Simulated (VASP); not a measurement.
# AlFe3B in VASP: settings compared

Aim: see how the results for AlFe3B move with the level of theory and the settings. Levels: LDA, r2SCAN, PBEsol. Tasks: single point, relaxation of cell and atoms.

Program: VASP 6.6.1. These are calculated values, not measurements. Logs are shortened: lines on timing, memory, paths and dates and some standing lists are left out, and cuts for length are marked.

### 1 The cell of the first run

Symmetry: Pm-3m, No. 221, cubic system. Conventional cell: a = 3.730 Å, b = 3.730 Å, c = 3.730 Å, α = 90.00°, β = 90.00°, γ = 90.00°. Within 2.5 Å of Fe (site symmetry 4/mmm) lie 2 B at 1.87 Å. Al (site symmetry m-3m) has 12 Fe at 2.64 Å and 8 B at 3.23 Å within 3.5 Å. B (site symmetry m-3m) has 6 Fe at 1.87 Å within 2.5 Å.

### 2 Single point, LDA, collinear spin, ferromagnetic start

INCAR

```
SYSTEM = AlFe3B
PREC = Accurate
ENCUT = 520
EDIFF = 1E-6
ISMEAR = -1
SIGMA = 0.05
LREAL = .FALSE.
LASPH = .TRUE.
NELM = 150
ALGO = Normal
ISIF = 2
LWAVE = .FALSE.
LCHARG = .FALSE.
ISPIN = 2
MAGMOM = 3 3 3 0 0
LORBIT = 11
LMAXMIX = 4
NBANDS = 27
```

KPOINTS

```
Automatic mesh
0
G
  7 7 7
  0 0 0
```

POSCAR

```
AlFe3B
1.0
    3.7303553080      0.0000000000      0.0000000000
    0.0000000000      3.7303553080      0.0000000000
    0.0000000000      0.0000000000      3.7303553080
Fe Al B
3 1 1
Direct
    0.0000000000      0.0000000000      0.5000000000
    0.0000000000      0.5000000000      0.0000000000
    0.5000000000      0.0000000000      0.0000000000
    0.5000000000      0.5000000000      0.5000000000
    0.0000000000      0.0000000000      0.0000000000
```

Potentials or basis: VASP PAW LDA potentials, release 64 (Fe, Al, B).

On the command line:

```sh
> cat potpaw_LDA.64/Fe/POTCAR potpaw_LDA.64/Al/POTCAR potpaw_LDA.64/B/POTCAR > POTCAR
> mpirun -np 1 vasp_std > vasp.out
```

OUTCAR:

```text
SYSTEM = AlFe3B
   PREC = Accurate
   ENCUT = 520
   EDIFF = 1E-6
   ISMEAR = -1
   LREAL = .FALSE.
   LASPH = .TRUE.
   NELM = 150
   ISIF = 2
   ISPIN = 2
   LORBIT = 11

 ion  position               nearest neighbor table
   1  0.000  0.000  0.500-   5 1.87   5 1.87   4 2.64   2 2.64   2 2.64   3 2.64   3 2.64   2 2.64
                             4 2.64   2 2.64   3 2.64   4 2.64   3 2.64   4 2.64
   2  0.000  0.500  0.000-   5 1.87   5 1.87   4 2.64   1 2.64   1 2.64   4 2.64   1 2.64   3 2.64
                             3 2.64   1 2.64   3 2.64   4 2.64   4 2.64   3 2.64
   3  0.500  0.000  0.000-   5 1.87   5 1.87   4 2.64   1 2.64   1 2.64   4 2.64   2 2.64   4 2.64
                             4 2.64   1 2.64   2 2.64   2 2.64   1 2.64   2 2.64
   4  0.500  0.500  0.500-   1 2.64   2 2.64   3 2.64   2 2.64   3 2.64   1 2.64   3 2.64   3 2.64
                             1 2.64   2 2.64   2 2.64   1 2.64
   5  0.000  0.000  0.000-   1 1.87   2 1.87   3 1.87   1 1.87   2 1.87   3 1.87

  LATTYP: Found a simple cubic cell.
 ALAT       =     3.7303553080

  Lattice vectors:

 A1 = (   3.7303553080,   0.0000000000,   0.0000000000)
 A2 = (   0.0000000000,   3.7303553080,   0.0000000000)
 A3 = (   0.0000000000,   0.0000000000,   3.7303553080)

Analysis of symmetry for initial positions (statically):
=====================================================================
 Subroutine PRICEL returns:
 Original cell was already a primitive cell.

 Routine SETGRP: Setting up the symmetry group for a
 simple cubic supercell.

 Subroutine GETGRP returns: Found 48 space group operations
 (whereof 48 operations were pure point group operations)
 out of a pool of 48 trial point group operations.

The static configuration has the point symmetry O_h .

Analysis of symmetry for dynamics (positions and initial velocities):
=====================================================================
 Subroutine PRICEL returns:
 Original cell was already a primitive cell.

 Routine SETGRP: Setting up the symmetry group for a
 simple cubic supercell.

 Subroutine GETGRP returns: Found 48 space group operations
 (whereof 48 operations were pure point group operations)
 out of a pool of 48 trial point group operations.

The dynamic configuration has the point symmetry O_h .

Analysis of structural, dynamic, and magnetic symmetry:
=====================================================================
 Subroutine PRICEL returns:
 Original cell was already a primitive cell.

 Routine SETGRP: Setting up the symmetry group for a
 simple cubic supercell.

 Subroutine GETGRP returns: Found 48 space group operations
 (whereof 48 operations were pure point group operations)
 out of a pool of 48 trial point group operations.

The overall configuration has the point symmetry O_h .

 Subroutine INISYM returns: Found 48 space group operations
 (whereof 48 operations are pure point group operations),
 and found     1 'primitive' translations

----------------------------------------------------------------------------------------

                                     Primitive cell

  volume of cell :      51.9099

  direct lattice vectors                    reciprocal lattice vectors
     3.730355308  0.000000000  0.000000000     0.268070979  0.000000000  0.000000000
     0.000000000  3.730355308  0.000000000     0.000000000  0.268070979  0.000000000
     0.000000000  0.000000000  3.730355308     0.000000000  0.000000000  0.268070979

  length of vectors
     3.730355308  3.730355308  3.730355308     0.268070979  0.268070979  0.268070979

  position of ions in fractional coordinates (direct lattice)
     0.000000000  0.000000000  0.500000000
     0.000000000  0.500000000  0.000000000
     0.500000000  0.000000000  0.000000000
     0.500000000  0.500000000  0.500000000
     0.000000000  0.000000000  0.000000000

  ion indices of the primitive-cell ions
   primitive index   ion index
                 1           1
                 2           2
                 3           3
                 4           4
                 5           5

----------------------------------------------------------------------------------------

 KPOINTS: Automatic mesh
[... 27 lines left out ...]
  0.285714  0.000000  0.000000      6.000000
  0.428571  0.000000  0.000000      6.000000
  0.142857  0.142857  0.000000     12.000000
  0.285714  0.142857  0.000000     24.000000
[... 12 lines left out ...]
  0.428571  0.428571  0.285714     24.000000
  0.428571  0.428571  0.428571      8.000000
   k-points           NKPTS =     20   k-points in BZ     NKDIM =     20   number of bands    NBANDS=     27
   number of dos      NEDOS =    301   number of ions     NIONS =      5
   total plane-waves  NPLWV =  21952
   dimension x,y,z NGX =    28 NGY =   28 NGZ =   28
   dimension x,y,z NGXF=    56 NGYF=   56 NGZF=   56
   ions per type =               3   1   1
   NGX,Y,Z   is equivalent  to a cutoff of  12.48, 12.48, 12.48 a.u.
[... 18 lines left out ...]
   ISYM   =      2    0-nonsym 1-usesym 2-fastsym
   POTIM  = 0.5000    time-step for ionic-motion
   TEBEG  =    0.0;   TEEND  =   0.0 temperature during run
   PSTRESS=    0.0 pullay stress
   NELECT =      30.0000    total number of electrons
   NUPDOWN=      -1.0000    fix difference up-down
   EMIN   =  10.00;   EMAX   =-10.00  energy-range for DOS
   EFERMI =   0.00;   METHOD = LEGACY
   ISMEAR =    -1;   SIGMA  =   0.05  broadening in eV -4-tet -1-fermi 0-gaus
   EFERMI_NEDOS =   21; number of points for ismear=-14 and -15
   IALGO  =     38    algorithm
   IMIX   =      4    mixing-type and parameters
     AMIX     =   0.40;   BMIX     =  1.00
     AMIX_MAG =   1.60;   BMIX_MAG =  1.00
  volume/ion in A,a.u.               =      10.38        70.06
  Fermi-wavevector in a.u.,A,eV,Ry     =   1.363636  2.576898 25.300067  1.859502
  Thomas-Fermi vector in A             =   2.490021
   LORBIT       =     11    0 simple, 1 ext, 2 COOP (PROOUT), +10 PAW based schemes
   GGA     = CA    functional components
   LHFCALC =     F    Hartree Fock is set to
   AEXX    =    0.0000 exact exchange contribution
   IVDW    =     0    specifies the selected vdW correction
   LEPSILON=     F    determine dielectric tensor
   LRPA    =     F    only Hartree local field effects (RPA)
 spin polarized calculation
  energy-cutoff  :      520.00
  volume of cell :       51.91
 maximum number of plane-waves:      1418
 NGX is ok and might be reduce to    28
   NGX = 13   NGY = 13   NGZ = 13

 number of electron      30.0000047 magnetization       2.7608117

 Free energy of the ion-electron system (eV)
  ---------------------------------------------------
  ext. energy  EPLUGINS =         0.00000000
  ---------------------------------------------------
  free energy    TOTEN  =       -40.45302232 eV

  energy without entropy =      -40.40542440  energy(sigma->0) =      -40.42922336

 E-fermi :   7.0026     XC(G=0): -12.8508

 val. band max:        6.9927226142   @ k =   0.1429   0.1429   0.0000
 cond. band min:       7.0115343670   @ k =   0.4286   0.1429   0.1429
 fundamental gap:      0.0188117528
 Fermi energy:         7.0026453667

 spin component 1

 k-point     1 :       0.0000    0.0000    0.0000
  band No.  band energies     occupation
      1      -3.9638      1.00000
      2       0.1588      1.00000
      3       3.5357      1.00000
      4       3.5357      1.00000
      5       3.5357      1.00000
      6       3.7199      1.00000
[... 589 lines left out ...]
     26      19.5602      0.00000
     27      22.2211      0.00000
 Fermi energy:         7.0026453667

 spin component 2

 k-point     1 :       0.0000    0.0000    0.0000
  band No.  band energies     occupation
      1      -3.8866      1.00000
      2       0.3672      1.00000
      3       4.1896      1.00000
      4       4.1896      1.00000
      5       4.1896      1.00000
      6       4.2825      1.00000
[... 589 lines left out ...]
     26      19.7254      0.00000
     27      22.2855      0.00000

------------------------ aborting loop because EDIFF is reached ----------------------------------------

  FORCE on cell =-STRESS in cart. coord.  units (eV):
  Direction    XX          YY          ZZ          XY          YZ          ZX
  --------------------------------------------------------------------------------------
  -------------------------------------------------------------------------------------
  Total       -0.4865586     -0.4865586     -0.4865586      0.0000000     -0.0000000     -0.0000000
  in kB      -15.0174140    -15.0174140    -15.0174140      0.0000000     -0.0000000     -0.0000000
  external PRESSURE =     -15.0174140 kB  Pullay stress =       0.0000000 kB

 VOLUME and BASIS-vectors are now :
 -----------------------------------------------------------------------------
  energy-cutoff  :      520.00
  volume of cell :       51.91
      direct lattice vectors                 reciprocal lattice vectors
     3.730355308  0.000000000  0.000000000     0.268070979  0.000000000  0.000000000
     0.000000000  3.730355308  0.000000000     0.000000000  0.268070979  0.000000000
     0.000000000  0.000000000  3.730355308     0.000000000  0.000000000  0.268070979

 POSITION                                       TOTAL-FORCE (eV/Angst)
 -----------------------------------------------------------------------------------
      0.00000      0.00000      1.86518         0.000000      0.000000      0.000000
      0.00000      1.86518      0.00000         0.000000      0.000000      0.000000
      1.86518      0.00000      0.00000         0.000000      0.000000      0.000000
      1.86518      1.86518      1.86518         0.000000      0.000000      0.000000
      0.00000      0.00000      0.00000         0.000000      0.000000      0.000000
 -----------------------------------------------------------------------------------
    total drift:                                0.000000      0.000000     -0.000000

  FREE ENERGIE OF THE ION-ELECTRON SYSTEM (eV)
  ---------------------------------------------------
  free  energy   TOTEN  =       -40.4530223233 eV

  energy  without entropy=      -40.4054244005  energy(sigma->0) =      -40.42922336

 total charge

# of ion       s       p       d       tot
------------------------------------------
    1        0.480   0.672   6.497   7.649
    2        0.480   0.672   6.497   7.649
    3        0.480   0.672   6.497   7.649
    4        0.396   0.378   0.000   0.775
    5        0.830   1.389   0.000   2.219
--------------------------------------------------
tot          2.667   3.783  19.492  25.941

 magnetization (x)

# of ion       s       p       d       tot
------------------------------------------
    1       -0.002  -0.006   0.956   0.947
    2       -0.002  -0.006   0.956   0.947
    3       -0.002  -0.006   0.956   0.947
    4       -0.008  -0.025   0.000  -0.033
    5       -0.010  -0.055   0.000  -0.065
--------------------------------------------------
tot         -0.025  -0.097   2.867   2.744
```

It took 1.7 min on 1 thread of AMD EPYC 7R13 (Zen 3), shared host; peak memory 0.14 GiB.

Results:

```yaml
Free_energy: -40.4530 eV
Pressure: -1.5 GPa
Net_moment: 2.76 μB per cell
Site_moments: Fe +0.95; Al -0.03; B -0.07 μB
Valence_electrons_inside_the_program's_atomic_spheres: Fe 7.65; Al 0.78; B 2.22
```

[end of part 1 of 2]
